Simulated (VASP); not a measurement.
# BaS in VASP: a series of runs

The runs below take BaS through single point, with PBE.

All numbers are computed with VASP 6.6.1; they aren't measurements. Logs are shortened: lines on timing, memory, paths and dates and some standing lists are left out, and cuts for length are marked.

### Step 1. The cell of the first run

The typed cell holds 2 atoms: a = 4.517 Å, b = 4.517 Å, c = 4.517 Å, α = 60.00°, β = 60.00°, γ = 60.00°.

### Step 2. Single point, PBE (one atom moved)

Contents of INCAR:

```
  PREC = Accurate
  ENCUT = 520
  EDIFF = 1E-6
  ISMEAR = 0
  SIGMA = 0.02
  LREAL = F
  LASPH = T
  NELM = 60
  ALGO = Normal
  ISIF = 2
  LWAVE = F
  LCHARG = T
  GGA = PE
  LELF = T
  LVHAR = T
  NBANDS = 15
```

Contents of KPOINTS:

```
regular mesh
0
Gamma
  8 8 8
```

Contents of POSCAR:

```
BaS
1.0
    0.0000000000      3.1937500000      3.1937500000
    3.1937500000      0.0000000000      3.1937500000
    3.1937500000      3.1937500000      0.0000000000
Ba S
1 1
Direct
    0.0000000000      0.0000000000      0.0000000000
    0.5046716243      0.5081628180      0.4973041096
```

Potentials or basis: VASP PAW PBE potentials, release 64 (Ba_sv, S).

Command:

```console
cat potpaw_PBE.64/Ba_sv/POTCAR potpaw_PBE.64/S/POTCAR > POTCAR
mpirun -np 1 vasp_std > vasp.out
```

OUTCAR:

```text
PREC = Accurate
   ENCUT = 520
   EDIFF = 1E-6
   ISMEAR = 0
   LREAL = F
   LASPH = T
   NELM = 60
   ISIF = 2
   GGA = PE

 ion  position               nearest neighbor table
   1  0.000  0.000  0.000-   2 3.15   2 3.18   2 3.19   2 3.20   2 3.21   2 3.23
   2  0.505  0.508  0.497-   1 3.15   1 3.18   1 3.19   1 3.20   1 3.21   1 3.23

  LATTYP: Found a face centered cubic cell.
 ALAT       =     6.3875000000

  Lattice vectors:

 A1 = (   0.0000000000,   3.1937500000,   3.1937500000)
 A2 = (   3.1937500000,   0.0000000000,   3.1937500000)
 A3 = (   3.1937500000,   3.1937500000,   0.0000000000)

Analysis of symmetry for initial positions (statically):
=====================================================================
 Subroutine PRICEL returns:
 Original cell was already a primitive cell.

 Routine SETGRP: Setting up the symmetry group for a
 face centered cubic supercell.

 Subroutine GETGRP returns: Found  1 space group operations
 (whereof  1 operations were pure point group operations)
 out of a pool of 48 trial point group operations.

The static configuration has the point symmetry C_1 .

Analysis of symmetry for dynamics (positions and initial velocities):
=====================================================================
 Subroutine PRICEL returns:
 Original cell was already a primitive cell.

 Routine SETGRP: Setting up the symmetry group for a
 face centered cubic supercell.

 Subroutine GETGRP returns: Found  1 space group operations
 (whereof  1 operations were pure point group operations)
 out of a pool of 48 trial point group operations.

The dynamic configuration has the point symmetry C_1 .

 Subroutine INISYM returns: Found  1 space group operations
 (whereof  1 operations are pure point group operations),
 and found     1 'primitive' translations

----------------------------------------------------------------------------------------

                                     Primitive cell

  volume of cell :      65.1527

  direct lattice vectors                    reciprocal lattice vectors
     0.000000000  3.193750000  3.193750000    -0.156555773  0.156555773  0.156555773
     3.193750000  0.000000000  3.193750000     0.156555773 -0.156555773  0.156555773
     3.193750000  3.193750000  0.000000000     0.156555773  0.156555773 -0.156555773

  length of vectors
     4.516644565  4.516644565  4.516644565     0.271162553  0.271162553  0.271162553

  position of ions in fractional coordinates (direct lattice)
     0.000000000  0.000000000  0.000000000
     0.504671624  0.508162818  0.497304110

  ion indices of the primitive-cell ions
   primitive index   ion index
                 1           1
                 2           2

----------------------------------------------------------------------------------------

 KPOINTS: regular mesh

Automatic generation of k-mesh.
 Grid dimensions read from file:
 generate k-points for:    8    8    8

 Generating k-lattice:

  Cartesian coordinates                     Fractional coordinates (reciprocal lattice)
    -0.019569472  0.019569472  0.019569472     0.125000000  0.000000000  0.000000000
     0.019569472 -0.019569472  0.019569472     0.000000000  0.125000000  0.000000000
     0.019569472  0.019569472 -0.019569472     0.000000000  0.000000000  0.125000000

  Length of vectors
     0.033895319  0.033895319  0.033895319

  Shift w.r.t. Gamma in fractional coordinates (k-lattice)
     0.000000000  0.000000000  0.000000000

 Subroutine IBZKPT returns following result:
 ===========================================

 Found    260 irreducible k-points:

 Following reciprocal coordinates:
            Coordinates               Weight
  0.000000  0.000000  0.000000      1.000000
  0.125000  0.000000  0.000000      2.000000
  0.000000  0.125000  0.000000      2.000000
  0.000000  0.000000  0.125000      2.000000
  0.125000  0.125000  0.125000      2.000000
  0.250000  0.000000  0.000000      2.000000
[... 16 lines left out ...]
  0.125000  0.000000  0.250000      2.000000
  0.125000  0.125000 -0.125000      2.000000
 [... further k-points ...]
   k-points           NKPTS =    260   k-points in BZ     NKDIM =    260   number of bands    NBANDS=     15
   number of dos      NEDOS =    301   number of ions     NIONS =      2
   total plane-waves  NPLWV =  46656
   dimension x,y,z NGX =    36 NGY =   36 NGZ =   36
   dimension x,y,z NGXF=    72 NGYF=   72 NGZF=   72
   ions per type =               1   1
   NGX,Y,Z   is equivalent  to a cutoff of  13.25, 13.25, 13.25 a.u.
   NGXF,Y,Z  is equivalent  to a cutoff of  26.50, 26.50, 26.50 a.u.
 SYSTEM =  unknown system
   PREC   = accura    normal or accurate (medium, high low for compatibility)
   ISTART =      0    job   : 0-new  1-cont  2-samecut
   ICHARG =      2    charge: 1-file 2-atom 10-const
   ISPIN  =      1    spin polarized calculation?
   LNONCOLLINEAR =      F non collinear calculations
   LSORBIT =      F    spin-orbit coupling
   LASPH  =      T    aspherical Exc in radial PAW
   ENCUT  =  520.0 eV  38.22 Ry    6.18 a.u.   8.40  8.40  8.40*2*pi/ulx,y,z
   NELM   =     60;   NELMIN=  2; NELMDL= -5     # of ELM steps
   EDIFF  = 0.1E-05   stopping-criterion for ELM
   LREAL  =      F    real-space projection
   EDIFFG = 0.1E-04   stopping-criterion for IOM
   NSW    =      0    number of steps for IOM
   IBRION =     -1    ionic relax: 0-MD 1-quasi-New 2-CG
   NFREE  =      0    steps in history (QN), initial steepest desc. (CG)
   ISIF   =      2    stress and relaxation
   ISYM   =      2    0-nonsym 1-usesym 2-fastsym
   POTIM  = 0.5000    time-step for ionic-motion
   TEBEG  =    0.0;   TEEND  =   0.0 temperature during run
   PSTRESS=    0.0 pullay stress
   NELECT =      16.0000    total number of electrons
   NUPDOWN=      -1.0000    fix difference up-down
   EMIN   =  10.00;   EMAX   =-10.00  energy-range for DOS
   EFERMI =   0.00;   METHOD = LEGACY
   ISMEAR =     0;   SIGMA  =   0.02  broadening in eV -4-tet -1-fermi 0-gaus
   EFERMI_NEDOS =   21; number of points for ismear=-14 and -15
   IALGO  =     38    algorithm
   IMIX   =      4    mixing-type and parameters
     AMIX     =   0.40;   BMIX     =  1.00
     AMIX_MAG =   1.60;   BMIX_MAG =  1.00
  volume/ion in A,a.u.               =      32.58       219.84
  Fermi-wavevector in a.u.,A,eV,Ry     =   1.025189  1.937326 14.299891  1.051012
  Thomas-Fermi vector in A             =   2.159016
   LORBIT       =      0    0 simple, 1 ext, 2 COOP (PROOUT), +10 PAW based schemes
   GGA     = PE    functional components
   LHFCALC =     F    Hartree Fock is set to
   AEXX    =    0.0000 exact exchange contribution
   IVDW    =     0    specifies the selected vdW correction
   LEPSILON=     F    determine dielectric tensor
   LRPA    =     F    only Hartree local field effects (RPA)
 non-spin polarized calculation
 Gauss-broadening in eV      SIGMA  =   0.02
  energy-cutoff  :      520.00
  volume of cell :       65.15
 maximum number of plane-waves:      1807
 NGX is ok and might be reduce to    36
   NGX = 17   NGY = 17   NGZ = 17

 number of electron      16.0000000 magnetization

 Free energy of the ion-electron system (eV)
  ---------------------------------------------------
  ext. energy  EPLUGINS =         0.00000000
  ---------------------------------------------------
  free energy    TOTEN  =       -10.18261513 eV

  energy without entropy =      -10.18261513  energy(sigma->0) =      -10.18261513

 E-fermi :   1.5879     XC(G=0):  -8.6256

 val. band max:        1.4503953400   @ k =   0.0000   0.0000   0.0000
 cond. band min:       3.5626428642   @ k =   0.5000   0.5000   0.0000
 fundamental gap:      2.1122475242
 Fermi energy:         1.5878826667

 k-point     1 :       0.0000    0.0000    0.0000
  band No.  band energies     occupation
      1     -24.6200      2.00000
      2      -9.6793      2.00000
      3      -9.6759      2.00000
      4      -9.6757      2.00000
      5      -8.9041      2.00000
      6       1.4497      2.00000
      7       1.4499      2.00000
      8       1.4504      2.00000
      9       5.0525      0.00000
     10       5.3227      0.00000
     11       5.3269      0.00000
     12       5.3286      0.00000
     13       6.2498      0.00000
     14       6.2554      0.00000
     15      10.1852      0.00000

 k-point     2 :       0.1250    0.0000    0.0000
  band No.  band energies     occupation
      1     -24.6134      2.00000
      2      -9.9808      2.00000
      3      -9.6822      2.00000
      4      -9.6815      2.00000
      5      -8.5885      2.00000
      6       1.0393      2.00000
      7       1.2408      2.00000
      8       1.2448      2.00000
      9       5.3177      0.00000
     10       5.5537      0.00000
     11       5.5568      0.00000
     12       5.6630      0.00000
     13       6.7065      0.00000
     14       6.7131      0.00000
     15      10.8082      0.00000

 k-point     3 :       0.0000    0.1250    0.0000
  band No.  band energies     occupation
      1     -24.6134      2.00000
      2      -9.9807      2.00000
      3      -9.6820      2.00000
      4      -9.6815      2.00000
      5      -8.5887      2.00000
      6       1.0403      2.00000
      7       1.2408      2.00000
      8       1.2433      2.00000
      9       5.3185      0.00000
     10       5.5542      0.00000
     11       5.5575      0.00000
     12       5.6637      0.00000
     13       6.7063      0.00000
     14       6.7113      0.00000
     15      10.8083      0.00000

 k-point     4 :       0.0000    0.0000    0.1250
  band No.  band energies     occupation
      1     -24.6134      2.00000
      2      -9.9809      2.00000
      3      -9.6822      2.00000
      4      -9.6815      2.00000
      5      -8.5884      2.00000
      6       1.0390      2.00000
      7       1.2409      2.00000
      8       1.2453      2.00000
      9       5.3175      0.00000
     10       5.5535      0.00000
     11       5.5566      0.00000
     12       5.6628      0.00000
     13       6.7065      0.00000
     14       6.7138      0.00000
     15      10.8082      0.00000
[... 307 lines left out ...]
 k-point    22 :       0.0000    0.2500    0.1250
  band No.  band energies     occupation
      1     -24.5987      2.00000
      2     -10.2891      2.00000
      3      -9.7303      2.00000
      4      -9.7169      2.00000
      5      -8.2485      2.00000
      6       0.2761      2.00000
      7       1.0615      2.00000
      8       1.1495      2.00000
      9       4.8671      0.00000
     10       6.1722      0.00000
     11       6.4964      0.00000
     12       6.5298      0.00000
     13       6.9703      0.00000
     14       8.5960      0.00000
     15      12.0886      0.00000

 k-point    23 :       0.1250    0.0000    0.2500
  band No.  band energies     occupation
      1     -24.5987      2.00000
      2     -10.2892      2.00000
      3      -9.7304      2.00000
      4      -9.7168      2.00000
      5      -8.2483      2.00000
      6       0.2761      2.00000
      7       1.0607      2.00000
      8       1.1513      2.00000
      9       4.8663      0.00000
     10       6.1709      0.00000
     11       6.4930      0.00000
     12       6.5301      0.00000
     13       6.9736      0.00000
     14       8.5966      0.00000
     15      12.0894      0.00000

 k-point    24 :       0.1250    0.1250   -0.1250
  band No.  band energies     occupation
      1     -24.5987      2.00000
      2     -10.2903      2.00000
      3      -9.7298      2.00000
      4      -9.7170      2.00000
      5      -8.2476      2.00000
      6       0.2765      2.00000
      7       1.0647      2.00000
      8       1.1473      2.00000
      9       4.8665      0.00000
     10       6.1666      0.00000
     11       6.5072      0.00000
     12       6.5218      0.00000
     13       6.9707      0.00000
     14       8.5981      0.00000
     15      12.0904      0.00000

 [... further k-points ...]

------------------------ aborting loop because EDIFF is reached ----------------------------------------

  FORCE on cell =-STRESS in cart. coord.  units (eV):
  Direction    XX          YY          ZZ          XY          YZ          ZX
  --------------------------------------------------------------------------------------
  -------------------------------------------------------------------------------------
  Total        0.5815706      0.5765451      0.6078843     -0.0003830     -0.0009419     -0.0026172
  in kB       14.3014564     14.1778733     14.9485401     -0.0094191     -0.0231613     -0.0643588
  external PRESSURE =      14.4759566 kB  Pullay stress =       0.0000000 kB

 VOLUME and BASIS-vectors are now :
 -----------------------------------------------------------------------------
  energy-cutoff  :      520.00
  volume of cell :       65.15
      direct lattice vectors                 reciprocal lattice vectors
     0.000000000  3.193750000  3.193750000    -0.156555773  0.156555773  0.156555773
     3.193750000  0.000000000  3.193750000     0.156555773 -0.156555773  0.156555773
     3.193750000  3.193750000  0.000000000     0.156555773  0.156555773 -0.156555773

 POSITION                                       TOTAL-FORCE (eV/Angst)
 -----------------------------------------------------------------------------------
      0.00000      0.00000      0.00000         0.036746      0.013272      0.086965
      3.21121      3.20006      3.23474        -0.036746     -0.013272     -0.086965
 -----------------------------------------------------------------------------------
    total drift:                               -0.000017     -0.000030     -0.000086

  FREE ENERGIE OF THE ION-ELECTRON SYSTEM (eV)
  ---------------------------------------------------
  free  energy   TOTEN  =       -10.1826151269 eV

  energy  without entropy=      -10.1826151269  energy(sigma->0) =      -10.18261513
```

Run time: 2.9 min. Hardware: 1 thread of Intel Xeon Platinum 8259CL at 2.50GHz (Skylake/Cascade Lake), shared host; peak memory 0.4 GiB.

Results:

```yaml
Free_energy: -10.1826 eV
Pressure: 1.4 GPa
Largest_force: 0.095 eV/Å
Band_gap_on_the_k_mesh: 2.11 eV (least direct gap 2.25 eV)
```

Forces in eV/Å, atoms in the order of the input:
```
Ba   0.037  0.013  0.087
S   -0.037 -0.013 -0.087
```

Caveat: the cell differs from its parent crystal (one atom moved); spin-orbit coupling is left out, which moves the levels of the heavy elements.

### Step 3. Single point, PBE (strained)

Contents of INCAR:

```
SYSTEM = BaS
PREC = Accurate
ENCUT = 500
EDIFF = 1E-6
ISMEAR = 0
SIGMA = 0.02
LREAL = .FALSE.
LASPH = .TRUE.
NELM = 120
ALGO = Normal
ISIF = 2
LWAVE = .FALSE.
LCHARG = .FALSE.
GGA = PE
NBANDS = 15
GGA_COMPAT = .FALSE.
```

Contents of KPOINTS:

```
regular mesh
0
G
  8 8 8
  0 0 0
```

Contents of POSCAR:

```
BaS
1.0
    0.0000000000      3.3071281250      3.3071281250
    3.3071281250      0.0000000000      3.3071281250
    3.3071281250      3.3071281250      0.0000000000
Ba S
1 1
Direct
    0.0000000000      0.0000000000      0.0000000000
    0.5000000000      0.5000000000      0.5000000000
```

Potentials or basis: VASP PAW PBE potentials, release 64 (Ba_sv, S).

Command:

```console
cat potpaw_PBE.64/Ba_sv/POTCAR potpaw_PBE.64/S/POTCAR > POTCAR
mpirun -np 1 vasp_std > vasp.out
```

OUTCAR:

```text
SYSTEM = BaS
   PREC = Accurate
   ENCUT = 500
   EDIFF = 1E-6
   ISMEAR = 0
   LREAL = .FALSE.
   LASPH = .TRUE.
   NELM = 120
   ISIF = 2
   GGA = PE

 ion  position               nearest neighbor table
   1  0.000  0.000  0.000-   2 3.31   2 3.31   2 3.31   2 3.31   2 3.31   2 3.31
   2  0.500  0.500  0.500-   1 3.31   1 3.31   1 3.31   1 3.31   1 3.31   1 3.31

  LATTYP: Found a face centered cubic cell.
 ALAT       =     6.6142562500

  Lattice vectors:

 A1 = (   0.0000000000,   3.3071281250,   3.3071281250)
 A2 = (   3.3071281250,   0.0000000000,   3.3071281250)
 A3 = (   3.3071281250,   3.3071281250,   0.0000000000)

Analysis of symmetry for initial positions (statically):
=====================================================================
 Subroutine PRICEL returns:
 Original cell was already a primitive cell.

 Routine SETGRP: Setting up the symmetry group for a
 face centered cubic supercell.

 Subroutine GETGRP returns: Found 48 space group operations
 (whereof 48 operations were pure point group operations)
 out of a pool of 48 trial point group operations.

The static configuration has the point symmetry O_h .

Analysis of symmetry for dynamics (positions and initial velocities):
[... 180 lines left out ...]
     12       4.7759      0.00000
     13       5.5966      0.00000
     14       5.5966      0.00000
[... 401 lines left out ...]
      2     -11.1202      2.00000
      3     -10.6720      2.00000
      4     -10.6124      2.00000
      5      -8.6468      2.00000
      6      -0.3849      2.00000
      7       0.1962      2.00000
      8       0.2324      2.00000
      9       5.4582      0.00000
     10       5.6059      0.00000
     11       7.1581      0.00000
     12       7.2531      0.00000
     13       8.2000      0.00000
     14       9.1114      0.00000
     15       9.5349      0.00000

 [... further k-points ...]

------------------------ aborting loop because EDIFF is reached ----------------------------------------

  FORCE on cell =-STRESS in cart. coord.  units (eV):
  Direction    XX          YY          ZZ          XY          YZ          ZX
  --------------------------------------------------------------------------------------
  -------------------------------------------------------------------------------------
  Total       -1.1528256     -1.1528256     -1.1528256     -0.0000000     -0.0000000      0.0000000
  in kB      -25.5323698    -25.5323698    -25.5323698     -0.0000000     -0.0000000      0.0000000
  external PRESSURE =     -25.5323698 kB  Pullay stress =       0.0000000 kB

 VOLUME and BASIS-vectors are now :
 -----------------------------------------------------------------------------
  energy-cutoff  :      500.00
  volume of cell :       72.34
      direct lattice vectors                 reciprocal lattice vectors
     0.000000000  3.307128125  3.307128125    -0.151188578  0.151188578  0.151188578
     3.307128125  0.000000000  3.307128125     0.151188578 -0.151188578  0.151188578
     3.307128125  3.307128125  0.000000000     0.151188578  0.151188578 -0.151188578

 POSITION                                       TOTAL-FORCE (eV/Angst)
 -----------------------------------------------------------------------------------
      0.00000      0.00000      0.00000         0.000000      0.000000      0.000000
      3.30713      3.30713      3.30713        -0.000000      0.000000     -0.000000
 -----------------------------------------------------------------------------------
    total drift:                                0.000000      0.000000      0.000000

  FREE ENERGIE OF THE ION-ELECTRON SYSTEM (eV)
  ---------------------------------------------------
  free  energy   TOTEN  =       -10.1516394639 eV

  energy  without entropy=      -10.1516394639  energy(sigma->0) =      -10.15163946
```

stdout:

```text
POSCAR found type information on POSCAR BaS
 POSCAR found :  2 types and       2 ions
 scaLAPACK will be used
 LDA part: xc-table for (Slater+PW92), standard interpolation
 POSCAR, INCAR and KPOINTS ok, starting setup
 FFT: planning ... GRIDC
 FFT: planning ... GRID_SOFT
 FFT: planning ... GRID
 WAVECAR not read
 entering main loop
```

Wall time 20 s (1 thread of Intel Xeon Platinum 8559C (Emerald Rapids), shared host); peak memory 0.21 GiB.

Results:

```
Free energy            : -10.1516 eV
Pressure               : -2.6 GPa
Band gap on the k mesh : 2.25 eV (least direct gap 2.43 eV)
```

Caveat: the cell differs from its parent crystal (strained); spin-orbit coupling is left out, which moves the levels of the heavy elements. A k mesh can miss the band edges.
